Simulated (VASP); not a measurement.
# BaS (Fm-3m) in VASP: notebook, part 2 of 2

VASP 6.6.1. Earlier steps stand in the parts before.

## 3. Density of states, PBE, non-collinear spin, zero start, spin-orbit coupling

The input, POSCAR:

```
BaS
1.0
    0.0000000000      3.2143926808      3.2143926808
    3.2143926808      0.0000000000      3.2143926808
    3.2143926808      3.2143926808      0.0000000000
Ba S
1 1
Direct
    0.0000000000      0.0000000000      0.0000000000
    0.5000000000      0.5000000000      0.5000000000
```

The input, INCAR.step1:

```
SYSTEM = BaS
PREC = Accurate
ENCUT = 520
EDIFF = 1E-7
ISMEAR = 0
SIGMA = 0.02
LREAL = .FALSE.
LASPH = .TRUE.
NELM = 150
ALGO = Normal
ISIF = 2
LWAVE = .FALSE.
LCHARG = .TRUE.
MAGMOM = 0 0 0 0 0 0
LSORBIT = .TRUE.
GGA_COMPAT = .FALSE.
LORBMOM = .TRUE.
GGA = PE
NBANDS = 28
```

The input, KPOINTS.step1:

```
Automatic mesh
0
G
  8 8 8
  0 0 0
```

The input, INCAR.step2:

```
SYSTEM = BaS
PREC = Accurate
ENCUT = 520
EDIFF = 1E-7
ISMEAR = -5
SIGMA = 0.02
LREAL = .FALSE.
LASPH = .TRUE.
NELM = 150
ALGO = Normal
ISIF = 2
LWAVE = .FALSE.
LCHARG = .FALSE.
MAGMOM = 0 0 0 0 0 0
LORBIT = 10
LSORBIT = .TRUE.
GGA_COMPAT = .FALSE.
LORBMOM = .TRUE.
GGA = PE
NEDOS = 2001
ICHARG = 11
```

The input, KPOINTS.step2:

```
Automatic mesh
0
G
  12 12 12
  0 0 0
```

Potentials or basis: VASP PAW PBE potentials, release 64 (Ba_sv, S).

Launch:

```bash
$ cat potpaw_PBE.64/Ba_sv/POTCAR potpaw_PBE.64/S/POTCAR > POTCAR
$ cp INCAR.step1 INCAR
$ cp KPOINTS.step1 KPOINTS
$ mpirun -np 1 vasp_ncl > vasp.out
$ cp INCAR.step2 INCAR
$ cp KPOINTS.step2 KPOINTS
$ mpirun -np 1 vasp_ncl > vasp.out
```

OUTCAR:

```text
SYSTEM = BaS
   PREC = Accurate
   ENCUT = 520
   EDIFF = 1E-7
   ISMEAR = -5
   LREAL = .FALSE.
   LASPH = .TRUE.
   NELM = 150
   ISIF = 2
   LORBIT = 10
   LSORBIT = .TRUE.
   GGA = PE
   ICHARG = 11

 ion  position               nearest neighbor table
   1  0.000  0.000  0.000-   2 3.21   2 3.21   2 3.21   2 3.21   2 3.21   2 3.21
   2  0.500  0.500  0.500-   1 3.21   1 3.21   1 3.21   1 3.21   1 3.21   1 3.21

  LATTYP: Found a face centered cubic cell.
 ALAT       =     6.4287853616

  Lattice vectors:

 A1 = (   0.0000000000,   3.2143926808,   3.2143926808)
 A2 = (   3.2143926808,   0.0000000000,   3.2143926808)
 A3 = (   3.2143926808,   3.2143926808,   0.0000000000)

Analysis of symmetry for initial positions (statically):
=====================================================================
 Subroutine PRICEL returns:
 Original cell was already a primitive cell.

 Routine SETGRP: Setting up the symmetry group for a
 face centered cubic supercell.

 Subroutine GETGRP returns: Found 48 space group operations
 (whereof 48 operations were pure point group operations)
 out of a pool of 48 trial point group operations.

The static configuration has the point symmetry O_h .

Analysis of symmetry for dynamics (positions and initial velocities):
=====================================================================
 Subroutine PRICEL returns:
 Original cell was already a primitive cell.

 Routine SETGRP: Setting up the symmetry group for a
 face centered cubic supercell.

 Subroutine GETGRP returns: Found 48 space group operations
 (whereof 48 operations were pure point group operations)
 out of a pool of 48 trial point group operations.

The dynamic configuration has the point symmetry O_h .

Analysis of structural, dynamic, and magnetic symmetry:
=====================================================================
 Subroutine PRICEL returns:
 Original cell was already a primitive cell.

 Routine SETGRP: Setting up the symmetry group for a
 face centered cubic supercell.

 Subroutine GETGRP returns: Found 48 space group operations
 (whereof 48 operations were pure point group operations)
 out of a pool of 48 trial point group operations.

The overall configuration has the point symmetry O_h .

 Subroutine INISYM returns: Found 48 space group operations
 (whereof 48 operations are pure point group operations),
 and found     1 'primitive' translations

----------------------------------------------------------------------------------------

                                     Primitive cell

  volume of cell :      66.4243

  direct lattice vectors                    reciprocal lattice vectors
     0.000000000  3.214392681  3.214392681    -0.155550379  0.155550379  0.155550379
     3.214392681  0.000000000  3.214392681     0.155550379 -0.155550379  0.155550379
     3.214392681  3.214392681  0.000000000     0.155550379  0.155550379 -0.155550379

  length of vectors
     4.545837724  4.545837724  4.545837724     0.269421160  0.269421160  0.269421160

  position of ions in fractional coordinates (direct lattice)
[... 780 lines left out ...]
     23       8.1376      0.00000
     24       8.1376      0.00000

 [... further k-points ...]
[... 5 lines left out ...]
  --------------------------------------------------------------------------------------
  -------------------------------------------------------------------------------------
  Total        0.2200787      0.2200787      0.2200787      0.0000000     -0.0000000      0.0000000
  in kB        5.3083781      5.3083781      5.3083781      0.0000000     -0.0000000      0.0000000
  external PRESSURE =       5.3083781 kB  Pullay stress =       0.0000000 kB

 VOLUME and BASIS-vectors are now :
 -----------------------------------------------------------------------------
  energy-cutoff  :      520.00
  volume of cell :       66.42
      direct lattice vectors                 reciprocal lattice vectors
     0.000000000  3.214392681  3.214392681    -0.155550379  0.155550379  0.155550379
     3.214392681  0.000000000  3.214392681     0.155550379 -0.155550379  0.155550379
     3.214392681  3.214392681  0.000000000     0.155550379  0.155550379 -0.155550379

 POSITION                                       TOTAL-FORCE (eV/Angst)
 -----------------------------------------------------------------------------------
      0.00000      0.00000      0.00000         0.000000      0.000000     -0.000000
      3.21439      3.21439      3.21439        -0.000000     -0.000000      0.000000
 -----------------------------------------------------------------------------------
    total drift:                                0.000000      0.000000      0.000000

  FREE ENERGIE OF THE ION-ELECTRON SYSTEM (eV)
  ---------------------------------------------------
  free  energy   TOTEN  =       -10.3879537755 eV

  energy  without entropy=      -10.3879537755  energy(sigma->0) =      -10.38795378

 orbital moment (x)

 # of ion     p       d       tot
 ----------------------------------------
  1        -0.000   0.000   0.000
  2         0.000   0.000   0.000
 ----------------------------------------
            0.000   0.000   0.000

 orbital moment (y)

 # of ion     p       d       tot
 ----------------------------------------
  1        -0.000   0.000   0.000
  2         0.000   0.000   0.000
 ----------------------------------------
            0.000   0.000   0.000

 orbital moment (z)

 # of ion     p       d       tot
 ----------------------------------------
  1         0.000   0.000   0.000
  2         0.000   0.000   0.000
 ----------------------------------------
            0.000   0.000   0.000

 Spin-Orbit-Coupling matrix elements

 Ion:    1  E_soc:     -0.3888176
 l=   1
     0.0000000    -0.0646035    -0.0646035
    -0.0646035     0.0000000    -0.0646035
    -0.0646035    -0.0646035     0.0000000
 l=   2
     0.0000000    -0.0000133     0.0000000    -0.0000133    -0.0001861
    -0.0000133     0.0000000    -0.0001396    -0.0000133    -0.0000465
     0.0000000    -0.0001396     0.0000000    -0.0001396     0.0000000
    -0.0000133    -0.0000133    -0.0001396     0.0000000    -0.0000465
    -0.0001861    -0.0000465     0.0000000    -0.0000465     0.0000000
 l=   3
     0.0000000     0.0000000     0.0000000     0.0000000     0.0000000     0.0000000     0.0000000
     0.0000000     0.0000000     0.0000000     0.0000000     0.0000000     0.0000000     0.0000000
     0.0000000     0.0000000     0.0000000     0.0000000     0.0000000     0.0000000     0.0000000
     0.0000000     0.0000000     0.0000000     0.0000000     0.0000000     0.0000000     0.0000000
     0.0000000     0.0000000     0.0000000     0.0000000     0.0000000     0.0000000     0.0000000
     0.0000000     0.0000000     0.0000000     0.0000000     0.0000000     0.0000000     0.0000000
     0.0000000     0.0000000     0.0000000     0.0000000     0.0000000     0.0000000     0.0000000

 Ion:    2  E_soc:     -0.0023798
 l=   1
     0.0000000    -0.0003966    -0.0003966
    -0.0003966     0.0000000    -0.0003966
    -0.0003966    -0.0003966     0.0000000
 l=   2
     0.0000000     0.0000000     0.0000000     0.0000000     0.0000000
     0.0000000     0.0000000     0.0000000     0.0000000     0.0000000
     0.0000000     0.0000000     0.0000000     0.0000000     0.0000000
     0.0000000     0.0000000     0.0000000     0.0000000     0.0000000
     0.0000000     0.0000000     0.0000000     0.0000000     0.0000000
 l=   3
     0.0000000     0.0000000     0.0000000     0.0000000     0.0000000     0.0000000     0.0000000
     0.0000000     0.0000000     0.0000000     0.0000000     0.0000000     0.0000000     0.0000000
     0.0000000     0.0000000     0.0000000     0.0000000     0.0000000     0.0000000     0.0000000
     0.0000000     0.0000000     0.0000000     0.0000000     0.0000000     0.0000000     0.0000000
     0.0000000     0.0000000     0.0000000     0.0000000     0.0000000     0.0000000     0.0000000
     0.0000000     0.0000000     0.0000000     0.0000000     0.0000000     0.0000000     0.0000000
     0.0000000     0.0000000     0.0000000     0.0000000     0.0000000     0.0000000     0.0000000

 total charge

# of ion       s       p       d       tot
------------------------------------------
    1        2.010   5.617   0.268   7.895
    2        1.321   2.423   0.000   3.744
--------------------------------------------------
tot          3.330   8.040   0.268  11.638

 magnetization (x)

# of ion       s       p       d       tot
------------------------------------------
    1       -0.000   0.000   0.000  -0.000
    2        0.000   0.000   0.000   0.000
--------------------------------------------------
tot         -0.000   0.000   0.000   0.000

 magnetization (y)

# of ion       s       p       d       tot
------------------------------------------
    1        0.000   0.000  -0.000   0.000
    2        0.000  -0.000   0.000  -0.000
--------------------------------------------------
tot          0.000  -0.000  -0.000  -0.000

 magnetization (z)

# of ion       s       p       d       tot
------------------------------------------
    1       -0.000   0.000  -0.000  -0.000
    2        0.000  -0.000   0.000  -0.000
--------------------------------------------------
tot         -0.000  -0.000  -0.000  -0.000
```

Wall time 4.9 min (1 thread of Intel Xeon 6975P-C, shared host); peak memory 0.47 GiB.

Results:

```yaml
Net_moment: 0.00 μB per cell
Valence_electrons_inside_the_program's_atomic_spheres: Ba 7.89; S 3.74
```

Moments on the atoms (μB; x, y, z):
```
Ba  0.00 0.00 0.00
S   0.00 0.00 0.00
```
